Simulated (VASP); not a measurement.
Write the native input for VASP 6.6.1 that does the following.

* Task: single point
* Functional: PBE
* Potentials or basis: VASP PAW PBE potentials, release 64 (Ni)
* Cutoff: 520 eV
* k mesh: 12 × 12 × 7
* Occupations: fermi-dirac, width 0.05 eV
* Spin: collinear spin, ferromagnetic start
* Starting moments: [1.0, 1.0] μB
* Dipole correction: no
* Further INCAR settings: ALGO = Normal; EDIFF = 1e-06; NBANDS = 21

The structure of Ni lies in POSCAR:

```
Ni
1.0
    2.4890473146      0.0000000000      0.0000000000
   -1.2445236573      2.1555782057      0.0000000000
    0.0000000000      0.0000000000      4.0763420698
Ni
2
Direct
    0.6666666667      0.3333333333      0.7500000000
    0.3333333333      0.6666666667      0.2500000000
```

This isn't the form of Ni at room conditions, which is fcc.

The input as run:

INCAR

```
ALGO = Normal
EDIFF = 1E-6
ENCUT = 520
GGA = PE
ISIF = 2
ISMEAR = -1
ISPIN = 2
LASPH = T
LCHARG = T
LELF = T
LMAXMIX = 4
LORBIT = 11
LREAL = F
LVHAR = T
LWAVE = F
MAGMOM = 1 1
NBANDS = 21
NELM = 150
PREC = Accurate
SIGMA = 0.05
```

KPOINTS

```
k-points
0
Gamma
  12 12 7
```

Potentials or basis: VASP PAW PBE potentials, release 64 (Ni).

The run is started by

```sh
$ cat potpaw_PBE.64/Ni/POTCAR > POTCAR
$ mpirun -np 1 vasp_std > vasp.out
```

It gave:

* Pressure: -0.2 GPa
* Net moment: 1.30 μB per cell
* Site moments: Ni +0.66 μB
* Valence electrons inside the program's atomic spheres: Ni 9.30

Wall time 52 s on 1 thread of Intel(R) Xeon(R) Platinum 8488C (Sapphire Rapids) (shared host), peak memory 0.17 GiB.
